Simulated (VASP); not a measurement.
Wanted: the native input for a VASP 6.6.1 run.

```
Task                   : single point
Functional             : r2SCAN
Potentials or basis    : VASP PAW PBE potentials, release 64 (K_sv, Ta_pv, O)
Cutoff                 : 520 eV
k mesh                 : 6 × 6 × 6
Occupations            : gaussian, width 0.05 eV
Spin                   : no spin polarisation
Dipole correction      : no
Further INCAR settings : ALGO = Normal; EDIFF = 1e-06; NBANDS = 27
```

Crystal: KTaO3.

```xyz
5
Lattice="3.9883 0.0000 0.0000 0.0000 3.9883 0.0000 0.0000 0.0000 3.9883" Properties=species:S:1:pos:R:3 pbc="T T T"
K     1.9942    1.9942    1.9942
Ta    0.3000    0.0000    0.0000
O     1.9942    0.0000    0.0000
O     0.0000    1.9942    0.0000
O     0.0000    0.0000    1.9942
```

This cell differs from its parent crystal: all Ta atoms moved -0.300 Å, as atom 2 towards its neighbour atom 3 (O) at 1.994 Å.

One way to write it, as run:

POSCAR

```
KTaO3
1.0
    3.9883000000      0.0000000000      0.0000000000
    0.0000000000      3.9883000000      0.0000000000
    0.0000000000      0.0000000000      3.9883000000
K Ta O
1 1 3
Direct
    0.5000000000      0.5000000000      0.5000000000
    0.0752200186      0.0000000000      0.0000000000
    0.5000000000      0.0000000000      0.0000000000
    0.0000000000      0.5000000000      0.0000000000
    0.0000000000      0.0000000000      0.5000000000
```

INCAR.step1

```
PREC = Accurate
ENCUT = 520
ISMEAR = 0
SIGMA = 0.05
LREAL = F
LASPH = T
NELM = 60
NBANDS = 27
GGA = PE
ALGO = Normal
EDIFF = 1E-4
LWAVE = T
LCHARG = F
```

INCAR.step2

```
PREC = Accurate
ENCUT = 520
EDIFF = 1E-6
ISMEAR = 0
SIGMA = 0.05
LREAL = F
LASPH = T
NELM = 60
ALGO = Normal
ISIF = 2
LWAVE = F
LCHARG = F
METAGGA = R2SCAN
LMIXTAU = T
NBANDS = 27
ISTART = 1
```

KPOINTS

```
regular mesh
0
Gamma
  6 6 6
```

Potentials or basis: VASP PAW PBE potentials, release 64 (K_sv, Ta_pv, O).

Run with:

```sh
$ cat potpaw_PBE.64/K_sv/POTCAR potpaw_PBE.64/Ta_pv/POTCAR potpaw_PBE.64/O/POTCAR > POTCAR
$ cp INCAR.step1 INCAR
$ mpirun -np 1 vasp_std > vasp.out
$ cp INCAR.step2 INCAR
$ mpirun -np 1 vasp_std > vasp.out
```

Results of the run:

```yaml
Pressure: 10.7 GPa
Largest_force: 7.392 eV/Å
Band_gap_on_the_k_mesh: 2.58 eV (least direct gap 3.45 eV)
```

Caveat: the cell differs from its parent crystal (all Ta atoms moved -0.300 Å, as atom 2 towards its neighbour atom 3 (O) at 1.994 Å); the stress differs along the axes, from 0 to 32 GPa; the PAW data sets were made with another functional, which shifts forces and pressure a little; spin-orbit coupling is left out, which moves the levels of the heavy elements.

Run time: 110 s on 1 thread of AMD EPYC 9R45 96-Core Processor (Zen 5) (shared host), peak memory 0.18 GiB.
